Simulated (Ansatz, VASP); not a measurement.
TaTi3 in VASP and in Ansatz

File INCAR:

```
SYSTEM = TaTi3
  PREC = Accurate
  ENCUT = 520
  EDIFF = 1E-6
  ISMEAR = -1
  SIGMA = 0.1
  LREAL = .False.
  LASPH = .True.
  NELM = 60
  ALGO = Normal
  ISIF = 2
  LWAVE = .False.
  LCHARG = .False.
  NBANDS = 32
```

The input KPOINTS:

```
Automatic mesh
0
Gamma
  6 6 6
  0 0 0
```

Contents of POSCAR:

```
TaTi3
1.0
    0.0000000000      3.3305938336      3.3305938336
    3.3305938336      0.0000000000      3.3305938336
    3.3305938336      3.3305938336      0.0000000000
Ti Ta
3 1
Direct
    0.2500000000      0.2500000000      0.2500000000
    0.7500000000      0.7500000000      0.7500000000
    0.5000000000      0.5000000000      0.5000000000
    0.0000000000      0.0000000000      0.0000000000
```

Input for Ansatz:

```yaml
crystal:
  lattice:
    - [0.0, 3.3305938336011973, 3.3305938336011973]
    - [3.3305938336011973, 0.0, 3.3305938336011973]
    - [3.3305938336011973, 3.3305938336011973, 0.0]
  atoms:
    - { symbol: Ti, position: [0.25, 0.25, 0.25] }
    - { symbol: Ti, position: [0.75, 0.75, 0.75] }
    - { symbol: Ti, position: [0.5, 0.5, 0.5] }
    - { symbol: Ta, position: [0.0, 0.0, 0.0] }
basis:
  ecutwfc: 500.0
kpoints:
  mp_grid:
    grid: [6, 6, 6]
hamiltonian:
  xc: lda
scf:
  convergence:
    dr2_threshold: 1.0e-10
  occupations:
    method: fermi_dirac
    width: 0.1
output:
  stress: true
```

Alike in both runs: task single point; functional LDA; k mesh 6 × 6 × 6; occupations fermi-dirac, width 0.1 eV; no spin polarisation.

|  | VASP | Ansatz |
| --- | --- | --- |
| version | VASP 6.6.1 | Ansatz 0.2.0 |
| potentials or method | VASP PAW LDA potentials, release 64 (Ti_sv, Ta_pv), cutoff 520 eV | plane waves, PAW |
| valence electrons in the cell | 47 | 49 |

|  | VASP | Ansatz | Ansatz less VASP |
| --- | --- | --- | --- |
| pressure (GPa) | -15.0 | -15.1 | -0.11 |

LDA's correlation is that of Perdew and Zunger in VASP and of Perdew and Wang (1992) in Ansatz. VASP's potentials hold 47 valence electrons a cell and Ansatz's 49, so a difference there can come from the potentials and not from the codes.

Neither program's run includes spin-orbit coupling.
